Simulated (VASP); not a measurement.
# Si16C15N (a cell with a defect) in VASP: single point with PBE

Aim: the single point of Si16C15N (a cell with a defect) with PBE.

Program: VASP 6.6.1. These are calculated values, not measurements. Logs are shortened: lines on timing, memory, paths and dates and some standing lists are left out, and cuts for length are marked.

**1. The cell of the first run**

The cell holds a defect, 32 atoms: a = 6.188 Å, b = 6.188 Å, c = 10.129 Å, α = 90.00°, β = 90.00°, γ = 120.00°.

**2. Single point, PBE**

Input file INCAR:

```
  PREC = Accurate
  ENCUT = 520
  EDIFF = 1E-7
  ISMEAR = 0
  SIGMA = 0.01
  LREAL = Auto
  LASPH = T
  NELM = 60
  ALGO = Normal
  ISIF = 2
  LWAVE = F
  LCHARG = F
  GGA = PE
  NELECT = 128.0
  NBANDS = 86
```

Input file KPOINTS:

```
regular mesh
0
Gamma
  2 2 2
```

Input file POSCAR:

```
Si16C15N
1.0
    3.0941201777     -5.3591733641      0.0000000000
   -6.1882403654      0.0000000058      0.0000000000
    0.0000000000      0.0000000000    -10.1293391947
Si N C
16 1 15
Direct
    0.3334788690      0.1674502856      0.0590768373
    0.8341809969      0.1688647078      0.0616266804
    0.3320539345      0.6667381537      0.0616254496
    0.8341857985      0.6667380101      0.0616280965
    0.1664509226      0.3344779755      0.5633328598
    0.6675085848      0.3344708977      0.5633313026
    0.1664537742      0.8334151830      0.5633300133
    0.6668006237      0.8341238938      0.5618824636
    0.5026706259      0.5058570131      0.3137729361
    1.0001389750      0.5007876658      0.3146224398
    0.5026710792      0.9982564817      0.3137711344
    0.9950697030      0.9982559738      0.3137727450
    0.0011061793      0.0012648805      0.8120963220
    0.4996527887      0.0012631008      0.8120979648
    0.0001327621      0.5007787562      0.8119059628
    0.4996523933      0.4998120094      0.8120961308
    0.3334722591      0.1674582199      0.2503741197
    0.8341815212      0.1688820210      0.2503677806
    0.3320464307      0.6667444720      0.2503675267
    0.8341867328      0.6667379742      0.2503703013
    0.1669097169      0.3340080380      0.7509758558
    0.6665855809      0.3340047925      0.7509735564
    0.1669095078      0.8343278470      0.7509734789
    0.6668050232      0.8341147215      0.7510459909
    0.0024318199      0.0019350191      0.4988133673
    0.4989888791      0.0019368677      0.4988091795
    0.0001359244      0.5007875711      0.5007115444
    0.4989912075      0.4984931385      0.4988132772
    0.4997695699      0.0011522096      1.0020711583
    1.0008888212      0.0011510334      1.0020688378
    0.4997767319      0.5000396646      1.0020681130
    1.0001368614      0.5007788044      0.9999015412
```

Potentials or basis: VASP PAW PBE potentials, release 64 (Si, N, C).

Launch:

```sh
cat potpaw_PBE.64/Si/POTCAR potpaw_PBE.64/N/POTCAR potpaw_PBE.64/C/POTCAR > POTCAR
mpirun -np 1 vasp_std > vasp.out
```

OUTCAR:

```text
PREC = Accurate
   ENCUT = 520
   EDIFF = 1E-7
   ISMEAR = 0
   LREAL = Auto
   LASPH = T
   NELM = 60
   ISIF = 2
   GGA = PE
   NELECT = 128.0

 ion  position               nearest neighbor table
   1  0.333  0.167  0.059-  29 1.87  31 1.87  30 1.87  17 1.94  14 3.07  16 3.07  13 3.07   2 3.09
                             4 3.09   3 3.09   3 3.09   4 3.09   2 3.09
   2  0.834  0.169  0.062-  32 1.89  29 1.89  30 1.89  18 1.91   4 3.08   3 3.08  15 3.09   1 3.09
                             1 3.09  14 3.10  13 3.10   3 3.11   4 3.11  12 3.11  11 3.11  10 3.12
   3  0.332  0.667  0.062-  32 1.89  29 1.89  31 1.89  19 1.91   4 3.08   2 3.08  15 3.09   1 3.09
                             1 3.09  14 3.10  16 3.10   2 3.11   4 3.11   9 3.11  11 3.11  10 3.12
   4  0.834  0.667  0.062-  32 1.89  31 1.89  30 1.89  20 1.91   3 3.08   2 3.08  15 3.09   1 3.09
                             1 3.09  13 3.10  16 3.10   2 3.11   3 3.11   9 3.11  12 3.11  10 3.12
   5  0.166  0.334  0.563-  27 1.89  28 1.90  25 1.90  21 1.90  15 3.09  10 3.09   7 3.09   6 3.09
                            16 3.09  13 3.09   8 3.09   8 3.09   6 3.10   7 3.10   9 3.10  12 3.10
   6  0.668  0.334  0.563-  27 1.89  26 1.90  28 1.90  22 1.90  15 3.09  10 3.09   5 3.09   7 3.09
                            16 3.09  14 3.09   8 3.09   8 3.09   7 3.10   5 3.10  11 3.10   9 3.10
   7  0.166  0.833  0.563-  27 1.89  26 1.90  25 1.90  23 1.90  15 3.09  10 3.09   5 3.09   6 3.09
                            13 3.09  14 3.09   8 3.09   8 3.09   6 3.10   5 3.10  11 3.10  12 3.10
   8  0.667  0.834  0.562-  26 1.91  28 1.91  25 1.91  24 1.92   9 3.07  11 3.07  12 3.07   7 3.09
                             6 3.09   5 3.09   5 3.09   6 3.09   7 3.09  14 3.10  13 3.10  16 3.10
   9  0.503  0.506  0.314-  28 1.87  19 1.89  20 1.89  17 1.92  12 3.05  11 3.05   8 3.07  10 3.09
                            10 3.09   5 3.10   6 3.10   3 3.11   4 3.11  11 3.14  12 3.14
  10  0.000  0.501  0.315-  27 1.88  20 1.89  18 1.89  19 1.89   7 3.09   5 3.09   6 3.09   9 3.09
[... 15 lines left out ...]
  19  0.332  0.667  0.250-  11 1.89   9 1.89  10 1.89   3 1.91
  20  0.834  0.667  0.250-   9 1.89  12 1.89  10 1.89   4 1.91
  21  0.167  0.334  0.751-  16 1.89  13 1.89  15 1.89   5 1.90
  22  0.667  0.334  0.751-  16 1.89  14 1.89  15 1.89   6 1.90
[... 8 lines left out ...]
  31  0.500  0.500  0.002-   1 1.87   4 1.89   3 1.89  16 1.92
  32  0.000  0.501  1.000-   4 1.89   2 1.89   3 1.89  15 1.90

  LATTYP: Found a hexagonal cell.
 ALAT       =     6.1882403654
 C/A-ratio  =     1.6368690608

  Lattice vectors:

 A1 = (   3.0941201777,  -5.3591733641,   0.0000000000)
 A2 = (  -6.1882403654,   0.0000000058,   0.0000000000)
 A3 = (   0.0000000000,   0.0000000000, -10.1293391947)

Analysis of symmetry for initial positions (statically):
=====================================================================
 Subroutine PRICEL returns:
 Original cell was already a primitive cell.

 Routine SETGRP: Setting up the symmetry group for a
 hexagonal supercell.

 Subroutine GETGRP returns: Found  1 space group operations
 (whereof  1 operations were pure point group operations)
 out of a pool of 24 trial point group operations.

The static configuration has the point symmetry C_1 .

Analysis of symmetry for dynamics (positions and initial velocities):
=====================================================================
 Subroutine PRICEL returns:
 Original cell was already a primitive cell.

 Routine SETGRP: Setting up the symmetry group for a
 hexagonal supercell.

 Subroutine GETGRP returns: Found  1 space group operations
 (whereof  1 operations were pure point group operations)
 out of a pool of 24 trial point group operations.

The dynamic configuration has the point symmetry C_1 .

 Subroutine INISYM returns: Found  1 space group operations
 (whereof  1 operations are pure point group operations),
 and found     1 'primitive' translations

----------------------------------------------------------------------------------------

                                     Primitive cell

  volume of cell :     335.9279

  direct lattice vectors                    reciprocal lattice vectors
     3.094120178 -5.359173364  0.000000000    -0.000000000 -0.186595942  0.000000000
    -6.188240365  0.000000006  0.000000000    -0.161596826 -0.093297971  0.000000000
     0.000000000  0.000000000-10.129339195     0.000000000  0.000000000 -0.098723123

  length of vectors
     6.188240365  6.188240365 10.129339195     0.186595942  0.186595942  0.098723123

  position of ions in fractional coordinates (direct lattice)
     0.333478869  0.167450286  0.059076837
[... 76 lines left out ...]

  Cartesian coordinates                     Fractional coordinates (reciprocal lattice)
    -0.000000000 -0.093297971  0.000000000     0.500000000  0.000000000  0.000000000
    -0.080798413 -0.046648985  0.000000000     0.000000000  0.500000000  0.000000000
     0.000000000  0.000000000 -0.049361562     0.000000000  0.000000000  0.500000000

  Length of vectors
     0.093297971  0.093297971  0.049361562

  Shift w.r.t. Gamma in fractional coordinates (k-lattice)
     0.000000000  0.000000000  0.000000000

 Subroutine IBZKPT returns following result:
 ===========================================

 Found      8 irreducible k-points:

 Following reciprocal coordinates:
            Coordinates               Weight
  0.000000  0.000000  0.000000      1.000000
  0.500000 -0.000000  0.000000      1.000000
  0.000000  0.500000  0.000000      1.000000
  0.500000  0.500000  0.000000      1.000000
  0.000000  0.000000  0.500000      1.000000
  0.500000 -0.000000  0.500000      1.000000
  0.000000  0.500000  0.500000      1.000000
  0.500000  0.500000  0.500000      1.000000
   k-points           NKPTS =      8   k-points in BZ     NKDIM =      8   number of bands    NBANDS=     86
   number of dos      NEDOS =    301   number of ions     NIONS =     32
   total plane-waves  NPLWV = 184320
   dimension x,y,z NGX =    48 NGY =   48 NGZ =   80
   dimension x,y,z NGXF=    96 NGYF=   96 NGZF=  160
   ions per type =              16   1  15
   NGX,Y,Z   is equivalent  to a cutoff of  12.90, 12.90, 13.13 a.u.
   NGXF,Y,Z  is equivalent  to a cutoff of  25.79, 25.79, 26.26 a.u.
 SYSTEM =  unknown system
   PREC   = accura    normal or accurate (medium, high low for compatibility)
   ISTART =      0    job   : 0-new  1-cont  2-samecut
   ICHARG =      2    charge: 1-file 2-atom 10-const
   ISPIN  =      1    spin polarized calculation?
   LNONCOLLINEAR =      F non collinear calculations
   LSORBIT =      F    spin-orbit coupling
   LASPH  =      T    aspherical Exc in radial PAW
   ENCUT  =  520.0 eV  38.22 Ry    6.18 a.u.  11.51 11.51 18.83*2*pi/ulx,y,z
   NELM   =     60;   NELMIN=  2; NELMDL= -5     # of ELM steps
   EDIFF  = 0.1E-06   stopping-criterion for ELM
   LREAL  =      T    real-space projection
   EDIFFG = 0.1E-05   stopping-criterion for IOM
   NSW    =      0    number of steps for IOM
   IBRION =     -1    ionic relax: 0-MD 1-quasi-New 2-CG
   NFREE  =      0    steps in history (QN), initial steepest desc. (CG)
   ISIF   =      2    stress and relaxation
   ISYM   =      2    0-nonsym 1-usesym 2-fastsym
   POTIM  = 0.5000    time-step for ionic-motion
   TEBEG  =    0.0;   TEEND  =   0.0 temperature during run
   PSTRESS=    0.0 pullay stress
   NELECT =     128.0000    total number of electrons
   NUPDOWN=      -1.0000    fix difference up-down
   EMIN   =  10.00;   EMAX   =-10.00  energy-range for DOS
   EFERMI =   0.00;   METHOD = LEGACY
   ISMEAR =     0;   SIGMA  =   0.01  broadening in eV -4-tet -1-fermi 0-gaus
   EFERMI_NEDOS =   21; number of points for ismear=-14 and -15
   IALGO  =     38    algorithm
   IMIX   =      4    mixing-type and parameters
     AMIX     =   0.40;   BMIX     =  1.00
     AMIX_MAG =   1.60;   BMIX_MAG =  1.00
  volume/ion in A,a.u.               =      10.50        70.84
  Fermi-wavevector in a.u.,A,eV,Ry     =   1.186851  2.242823 19.165368  1.408615
  Thomas-Fermi vector in A             =   2.323015
   LORBIT       =      0    0 simple, 1 ext, 2 COOP (PROOUT), +10 PAW based schemes
   GGA     = PE    functional components
   LHFCALC =     F    Hartree Fock is set to
   AEXX    =    0.0000 exact exchange contribution
   IVDW    =     0    specifies the selected vdW correction
   LEPSILON=     F    determine dielectric tensor
   LRPA    =     F    only Hartree local field effects (RPA)
 non-spin polarized calculation
 Gauss-broadening in eV      SIGMA  =   0.01
  energy-cutoff  :      520.00
  volume of cell :      335.93
 maximum number of plane-waves:      9074
 NGX is ok and might be reduce to    48
   NGX = 23   NGY = 23   NGZ = 37

 number of electron     128.0000002 magnetization

 Free energy of the ion-electron system (eV)
  ---------------------------------------------------
  ext. energy  EPLUGINS =         0.00000000
  ---------------------------------------------------
  free energy    TOTEN  =      -249.42572047 eV

  energy without entropy =     -249.42572047  energy(sigma->0) =     -249.42572047

 E-fermi :   8.0906     XC(G=0): -11.2451

 val. band max:        8.0350362372   @ k =   0.0000   0.0000   0.0000
 cond. band min:       9.7190664769   @ k =   0.0000   0.0000   0.0000
 fundamental gap:      1.6840302397
 Fermi energy:         8.0905773479

 k-point     1 :       0.0000    0.0000    0.0000
  band No.  band energies     occupation
      1      -8.5651      2.00000
      2      -6.8271      2.00000
      3      -6.1262      2.00000
      4      -5.5505      2.00000
      5      -3.9894      2.00000
      6      -3.9893      2.00000
[... 621 lines left out ...]
     75      13.5282      0.00000
     76      13.5921      0.00000
 [bands above 76 left out]

------------------------ aborting loop because EDIFF is reached ----------------------------------------

  FORCE on cell =-STRESS in cart. coord.  units (eV):
  Direction    XX          YY          ZZ          XY          YZ          ZX
  --------------------------------------------------------------------------------------
  -------------------------------------------------------------------------------------
  Total      -13.1865306    -13.1793295    -16.9712474     -0.0061480      0.0015182      0.0037326
  in kB      -62.8919463    -62.8576010    -80.9428052     -0.0293224      0.0072408      0.0178021
  external PRESSURE =     -68.8974509 kB  Pullay stress =       0.0000000 kB

 VOLUME and BASIS-vectors are now :
 -----------------------------------------------------------------------------
  energy-cutoff  :      520.00
  volume of cell :      335.93
      direct lattice vectors                 reciprocal lattice vectors
     3.094120178 -5.359173364  0.000000000    -0.000000000 -0.186595942  0.000000000
    -6.188240365  0.000000006  0.000000000    -0.161596826 -0.093297971  0.000000000
     0.000000000  0.000000000-10.129339195     0.000000000  0.000000000 -0.098723123

 POSITION                                       TOTAL-FORCE (eV/Angst)
 -----------------------------------------------------------------------------------
     -0.00440     -1.78717     -0.59841        -0.003345      0.000227      0.006256
      1.53608     -4.47052     -0.62424         0.000885      0.000329      0.002039
     -3.09852     -1.77953     -0.62423        -0.000129     -0.003827      0.001638
     -1.54486     -4.47055     -0.62425        -0.003986      0.002338      0.001384
     -1.55481     -0.89204     -5.70619         0.001647     -0.000961     -0.002168
     -0.00443     -3.57729     -5.70617        -0.000386      0.001465     -0.002136
[... 24 lines left out ...]
     -1.54800     -2.67839     -0.02095        -0.003657     -0.003523      0.013563
     -3.09852     -0.00073    -10.12834         0.004058      0.000124      0.001867
 -----------------------------------------------------------------------------------
    total drift:                                0.058653      0.010542      0.006192

  FREE ENERGIE OF THE ION-ELECTRON SYSTEM (eV)
  ---------------------------------------------------
  free  energy   TOTEN  =      -249.4257204703 eV

  energy  without entropy=     -249.4257204703  energy(sigma->0) =     -249.42572047
```

Wall time 9.7 min (1 thread of AMD EPYC 7R13 (Zen 3), shared host); peak memory 0.47 GiB.

Results:

| Quantity | Value |
| --- | --- |
| Free energy | -249.4257 eV |
| Largest force | 0.014 eV/Å |

Forces on the atoms (eV/Å):
```
Si  -0.003  0.000  0.006
Si   0.001  0.000  0.002
Si   0.000 -0.004  0.002
Si  -0.004  0.002  0.001
Si   0.002 -0.001 -0.002
Si   0.000  0.001 -0.002
Si  -0.001  0.000 -0.002
Si   0.001 -0.001  0.004
Si  -0.002 -0.002 -0.003
Si  -0.001  0.000  0.003
Si   0.000  0.000 -0.003
Si   0.000  0.002 -0.002
Si   0.000  0.000 -0.003
Si  -0.001  0.000 -0.002
Si   0.000  0.000 -0.001
Si  -0.001  0.000 -0.002
N   -0.002  0.000  0.001
C    0.000 -0.002  0.006
C    0.002  0.000  0.005
C   -0.001  0.003  0.006
C   -0.002 -0.001 -0.006
C   -0.001 -0.001 -0.005
C    0.005  0.000 -0.006
C    0.000 -0.001 -0.006
C   -0.001  0.007 -0.005
C    0.002  0.000 -0.006
C    0.003 -0.001 -0.004
C   -0.007 -0.004 -0.004
C    0.007 -0.003  0.006
C    0.005  0.007  0.006
C   -0.004 -0.004  0.014
C    0.004  0.000  0.002
```

Caveat: the k points lie up to 0.59 Å⁻¹ apart; the cell carries a net charge on a neutralising background, which shifts energy and pressure; the cell is charged against a uniform background, so pressure and absolute levels hang on convention.
